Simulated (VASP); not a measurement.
# Cu (Im-3m) in VASP: a series of runs

Runs on Cu. Level: LDA. Tasks: single point.

Everything below comes from runs of VASP 6.6.1. Logs are shortened: lines on timing, memory, paths and dates and some standing lists are left out, and cuts for length are marked.

**1. The cell of the first run**

Symmetry: Im-3m, No. 229, cubic system. The conventional cell has a = 2.796 Å, b = 2.796 Å, c = 2.796 Å, α = 90.00°, β = 90.00°, γ = 90.00°. Cu (site symmetry m-3m) has 14 Cu at 2.42 to 2.80 Å within 3.2 Å.

**2. Single point, LDA**

INCAR reads:

```
SYSTEM = Cu
  PREC = Accurate
  ENCUT = 520
  EDIFF = 1E-6
  ISMEAR = -1
  SIGMA = 0.1
  LREAL = .False.
  LASPH = .True.
  NELM = 80
  ALGO = Normal
  ISIF = 2
  LWAVE = .False.
  LCHARG = .False.
  GGA = CA
  NBANDS = 12
```

KPOINTS reads:

```
Automatic mesh
0
Gamma
  18 18 18
  0 0 0
```

POSCAR reads:

```
Cu
1.0
   -1.3978609273      1.3978609273      1.3978609273
    1.3978609273     -1.3978609273      1.3978609273
    1.3978609273      1.3978609273     -1.3978609273
Cu
1
Direct
    0.0000000000      0.0000000000      0.0000000000
```

Potentials or basis: VASP PAW LDA potentials, release 64 (Cu).

On the command line:

```
$ cat potpaw_LDA.64/Cu/POTCAR > POTCAR
$ mpirun -np 1 vasp_std > vasp.out
```

OUTCAR:

```text
SYSTEM = Cu
   PREC = Accurate
   ENCUT = 520
   EDIFF = 1E-6
   ISMEAR = -1
   LREAL = .False.
   LASPH = .True.
   NELM = 80
   ISIF = 2
   GGA = CA

 ion  position               nearest neighbor table
   1  0.000  0.000  0.000-

  LATTYP: Found a body centered cubic cell.
 ALAT       =     2.7957218546

  Lattice vectors:

 A1 = (  -1.3978609273,   1.3978609273,   1.3978609273)
 A2 = (   1.3978609273,  -1.3978609273,   1.3978609273)
 A3 = (   1.3978609273,   1.3978609273,  -1.3978609273)

Analysis of symmetry for initial positions (statically):
=====================================================================
 Subroutine PRICEL returns:
 Original cell was already a primitive cell.

 Routine SETGRP: Setting up the symmetry group for a
 body centered cubic supercell.

 Subroutine GETGRP returns: Found 48 space group operations
 (whereof 48 operations were pure point group operations)
 out of a pool of 48 trial point group operations.

The static configuration has the point symmetry O_h .

Analysis of symmetry for dynamics (positions and initial velocities):
=====================================================================
 Subroutine PRICEL returns:
 Original cell was already a primitive cell.

 Routine SETGRP: Setting up the symmetry group for a
 body centered cubic supercell.

 Subroutine GETGRP returns: Found 48 space group operations
 (whereof 48 operations were pure point group operations)
 out of a pool of 48 trial point group operations.

The dynamic configuration has the point symmetry O_h .

 Subroutine INISYM returns: Found 48 space group operations
 (whereof 48 operations are pure point group operations),
 and found     1 'primitive' translations

----------------------------------------------------------------------------------------

                                     Primitive cell

  volume of cell :      10.9258

  direct lattice vectors                    reciprocal lattice vectors
    -1.397860927  1.397860927  1.397860927     0.000000000  0.357689374  0.357689374
     1.397860927 -1.397860927  1.397860927     0.357689374  0.000000000  0.357689374
     1.397860927  1.397860927 -1.397860927     0.357689374  0.357689374  0.000000000

  length of vectors
     2.421166148  2.421166148  2.421166148     0.505849164  0.505849164  0.505849164

  position of ions in fractional coordinates (direct lattice)
     0.000000000  0.000000000  0.000000000

  ion indices of the primitive-cell ions
   primitive index   ion index
                 1           1

----------------------------------------------------------------------------------------

 KPOINTS: Automatic mesh

Automatic generation of k-mesh.
 Grid dimensions read from file:
 generate k-points for:   18   18   18

 Generating k-lattice:

  Cartesian coordinates                     Fractional coordinates (reciprocal lattice)
     0.000000000  0.019871632  0.019871632     0.055555556  0.000000000  0.000000000
     0.019871632  0.000000000  0.019871632     0.000000000  0.055555556  0.000000000
     0.019871632  0.019871632  0.000000000     0.000000000  0.000000000  0.055555556

  Length of vectors
     0.028102731  0.028102731  0.028102731

  Shift w.r.t. Gamma in fractional coordinates (k-lattice)
     0.000000000  0.000000000  0.000000000

 Subroutine IBZKPT returns following result:
 ===========================================

 Found    195 irreducible k-points:

 Following reciprocal coordinates:
            Coordinates               Weight
  0.000000  0.000000  0.000000      1.000000
  0.055556  0.000000  0.000000     12.000000
  0.111111  0.000000  0.000000     12.000000
  0.166667  0.000000  0.000000     12.000000
  0.222222  0.000000  0.000000     12.000000
  0.277778  0.000000  0.000000     12.000000
[... 16 lines left out ...]
  0.333333  0.111111  0.000000     48.000000
  0.388889  0.111111  0.000000     48.000000
 [... further k-points ...]
   k-points           NKPTS =    195   k-points in BZ     NKDIM =    195   number of bands    NBANDS=     12
   number of dos      NEDOS =    301   number of ions     NIONS =      1
   total plane-waves  NPLWV =   5832
   dimension x,y,z NGX =    18 NGY =   18 NGZ =   18
   dimension x,y,z NGXF=    36 NGYF=   36 NGZF=   36
   ions per type =               1
   NGX,Y,Z   is equivalent  to a cutoff of  12.36, 12.36, 12.36 a.u.
   NGXF,Y,Z  is equivalent  to a cutoff of  24.72, 24.72, 24.72 a.u.
 SYSTEM =  Cu
   PREC   = accura    normal or accurate (medium, high low for compatibility)
   ISTART =      0    job   : 0-new  1-cont  2-samecut
   ICHARG =      2    charge: 1-file 2-atom 10-const
   ISPIN  =      1    spin polarized calculation?
   LNONCOLLINEAR =      F non collinear calculations
   LSORBIT =      F    spin-orbit coupling
   LASPH  =      T    aspherical Exc in radial PAW
   ENCUT  =  520.0 eV  38.22 Ry    6.18 a.u.   4.50  4.50  4.50*2*pi/ulx,y,z
   NELM   =     80;   NELMIN=  2; NELMDL= -5     # of ELM steps
   EDIFF  = 0.1E-05   stopping-criterion for ELM
   LREAL  =      F    real-space projection
   EDIFFG = 0.1E-04   stopping-criterion for IOM
   NSW    =      0    number of steps for IOM
   IBRION =     -1    ionic relax: 0-MD 1-quasi-New 2-CG
   NFREE  =      0    steps in history (QN), initial steepest desc. (CG)
   ISIF   =      2    stress and relaxation
   ISYM   =      2    0-nonsym 1-usesym 2-fastsym
   POTIM  = 0.5000    time-step for ionic-motion
   TEBEG  =    0.0;   TEEND  =   0.0 temperature during run
   PSTRESS=    0.0 pullay stress
   NELECT =      11.0000    total number of electrons
   NUPDOWN=      -1.0000    fix difference up-down
   EMIN   =  10.00;   EMAX   =-10.00  energy-range for DOS
   EFERMI =   0.00;   METHOD = LEGACY
   ISMEAR =    -1;   SIGMA  =   0.10  broadening in eV -4-tet -1-fermi 0-gaus
   EFERMI_NEDOS =   21; number of points for ismear=-14 and -15
   IALGO  =     38    algorithm
   IMIX   =      4    mixing-type and parameters
     AMIX     =   0.40;   BMIX     =  1.00
     AMIX_MAG =   1.60;   BMIX_MAG =  1.00
  volume/ion in A,a.u.               =      10.93        73.73
  Fermi-wavevector in a.u.,A,eV,Ry     =   1.640798  3.100658 36.629847  2.692218
  Thomas-Fermi vector in A             =   2.731376
   LORBIT       =      0    0 simple, 1 ext, 2 COOP (PROOUT), +10 PAW based schemes
   GGA     = CA    functional components
   LHFCALC =     F    Hartree Fock is set to
   AEXX    =    0.0000 exact exchange contribution
   IVDW    =     0    specifies the selected vdW correction
   LEPSILON=     F    determine dielectric tensor
   LRPA    =     F    only Hartree local field effects (RPA)
 non-spin polarized calculation
  energy-cutoff  :      520.00
  volume of cell :       10.93
 maximum number of plane-waves:       321
   NGX =  9   NGY =  9   NGZ =  9

 number of electron      11.0000020 magnetization

 Free energy of the ion-electron system (eV)
  ---------------------------------------------------
  ext. energy  EPLUGINS =         0.00000000
  ---------------------------------------------------
  free energy    TOTEN  =        -4.67052885 eV

  energy without entropy =       -4.65786682  energy(sigma->0) =       -4.66419784

 E-fermi :   8.3738     XC(G=0): -13.5660

 val. band max:        8.3714586560   @ k =   0.2778   0.1111   0.1111
 cond. band min:       8.3838405653   @ k =  -0.3333   0.3333   0.2778
 fundamental gap:      0.0123819093
 Fermi energy:         8.3738269178

 k-point     1 :       0.0000    0.0000    0.0000
  band No.  band energies     occupation
      1      -1.5951      2.00000
      2       4.9423      2.00000
      3       4.9423      2.00000
      4       4.9423      2.00000
      5       6.0991      2.00000
      6       6.0991      2.00000
      7      34.2401      0.00000
      8      34.2401      0.00000
      9      34.2401      0.00000
     10      38.4521      0.00000
     11      38.4522      0.00000
     12      38.4524      0.00000

 k-point     2 :       0.0556    0.0000    0.0000
  band No.  band energies     occupation
      1      -1.4692      2.00000
      2       4.9170      2.00000
      3       4.9413      2.00000
      4       4.9939      2.00000
      5       6.0739      2.00000
      6       6.1010      2.00000
      7      32.9431      0.00000
      8      33.9337      0.00000
      9      33.9607      0.00000
     10      36.7849      0.00000
     11      36.9275      0.00000
     12      37.1126      0.00000

 k-point     3 :       0.1111    0.0000    0.0000
  band No.  band energies     occupation
      1      -1.0960      2.00000
      2       4.8445      2.00000
      3       4.9326      2.00000
      4       5.1447      2.00000
      5       6.0117      2.00000
      6       6.1072      2.00000
      7      30.1979      0.00000
      8      32.8783      0.00000
      9      33.3428      0.00000
     10      34.7894      0.00000
     11      35.8707      0.00000
     12      36.8066      0.00000
[... 286 lines left out ...]
 k-point    23 :       0.3333    0.1111    0.0000
  band No.  band energies     occupation
      1       2.8246      2.00000
      2       4.2535      2.00000
      3       5.2248      2.00000
      4       5.9930      2.00000
      5       6.3119      2.00000
      6       7.4582      1.99979
      7      16.1969      0.00000
      8      23.6669      0.00000
      9      27.0778      0.00000
     10      32.7328      0.00000
     11      37.0441      0.00000
     12      40.1759      0.00000

 k-point    24 :       0.3889    0.1111    0.0000
  band No.  band energies     occupation
      1       2.9996      2.00000
      2       4.1926      2.00000
      3       5.5789      2.00000
      4       6.0290      2.00000
      5       6.4304      2.00000
      6       8.3250      1.23921
      7      14.1586      0.00000
      8      23.2529      0.00000
      9      26.6106      0.00000
     10      32.5725      0.00000
     11      36.9726      0.00000
     12      41.1040      0.00000

 [... further k-points ...]
[... 5 lines left out ...]
  --------------------------------------------------------------------------------------
  -------------------------------------------------------------------------------------
  Total        0.0637423      0.0637423      0.0637423      0.0000000      0.0000000     -0.0000000
  in kB        9.3472982      9.3472982      9.3472982      0.0000000      0.0000000     -0.0000000
  external PRESSURE =       9.3472982 kB  Pullay stress =       0.0000000 kB

 VOLUME and BASIS-vectors are now :
 -----------------------------------------------------------------------------
  energy-cutoff  :      520.00
  volume of cell :       10.93
      direct lattice vectors                 reciprocal lattice vectors
    -1.397860927  1.397860927  1.397860927     0.000000000  0.357689374  0.357689374
     1.397860927 -1.397860927  1.397860927     0.357689374  0.000000000  0.357689374
     1.397860927  1.397860927 -1.397860927     0.357689374  0.357689374  0.000000000

 POSITION                                       TOTAL-FORCE (eV/Angst)
 -----------------------------------------------------------------------------------
      0.00000      0.00000      0.00000         0.000000      0.000000      0.000000
 -----------------------------------------------------------------------------------
    total drift:                               -0.000000      0.000000      0.000000

  FREE ENERGIE OF THE ION-ELECTRON SYSTEM (eV)
  ---------------------------------------------------
  free  energy   TOTEN  =        -4.6705288467 eV

  energy  without entropy=       -4.6578668240  energy(sigma->0) =       -4.66419784
```

Run time: 10 s. Hardware: 1 thread of Intel Xeon 6975P-C (Granite Rapids), shared host; peak memory 0.13 GiB.

What came out:

| Quantity | Value |
| --- | --- |
| Free energy | -4.6705 eV |
| Pressure | 0.9 GPa |

Levels at points of the mesh, in eV from the Fermi level:
| k point | band 2 | band 3 | band 4 | band 5 | band 6 | band 7 | band 8 | band 9 | band 10 | band 11 |
| --- | --- | --- | --- | --- | --- | --- | --- | --- | --- | --- |
| (0.00, 0.00, 0.00) | -3.43 | -3.43 | -3.43 | -2.27 | -2.27 | 25.87 | 25.87 | 25.87 | 30.08 | 30.08 |
| (0.50, 0.00, 0.00) | -4.23 | -2.32 | -2.15 | -1.45 | -0.79 | 4.74 | 18.14 | 18.37 | 22.35 | 25.63 |
| (0.50, 0.50, 0.50) | -5.14 | -1.65 | -1.65 | -1.65 | 8.47 | 8.47 | 8.47 | 14.29 | 14.29 | 17.20 |

**3. Single point, LDA (volume scaled by 1.04)**

INCAR reads:

```
PREC = Accurate
ENCUT = 520
EDIFF = 1E-7
ISMEAR = -1
SIGMA = 0.1
LREAL = False
LASPH = True
NELM = 100
ALGO = Normal
ISIF = 2
LWAVE = False
LCHARG = False
GGA = CA
NBANDS = 12
```

KPOINTS reads:

```
regular mesh
0
Gamma
  18 18 18
```

POSCAR reads:

```
Cu
1.0
   -1.4162559437      1.4162559437      1.4162559437
    1.4162559437     -1.4162559437      1.4162559437
    1.4162559437      1.4162559437     -1.4162559437
Cu
1
Direct
    0.0000000000      0.0000000000      0.0000000000
```

Potentials or basis: VASP PAW LDA potentials, release 64 (Cu).

On the command line:

```
$ cat potpaw_LDA.64/Cu/POTCAR > POTCAR
$ mpirun -np 1 vasp_std > vasp.out
```

It took 10 s on 1 thread of Intel Xeon 6975P-C (Granite Rapids), shared host; peak memory 0.13 GiB.

Results (log left out):

```yaml
Free_energy: -4.6639 eV
Pressure: -5.7 GPa
```

Levels at points of the mesh, in eV from the Fermi level:
```tsv
k point	band 4	band 5	band 6	band 7	band 8	band 9
(0.00, 0.00, 0.00)	-3.29	-2.20	-2.20	25.50	25.50	25.50
(0.50, 0.00, 0.00)	-2.08	-1.42	-0.68	4.52	17.82	17.87
(0.50, 0.50, 0.50)	-1.61	-1.61	8.30	8.30	8.30	13.99
```

[end of part 1 of 2]
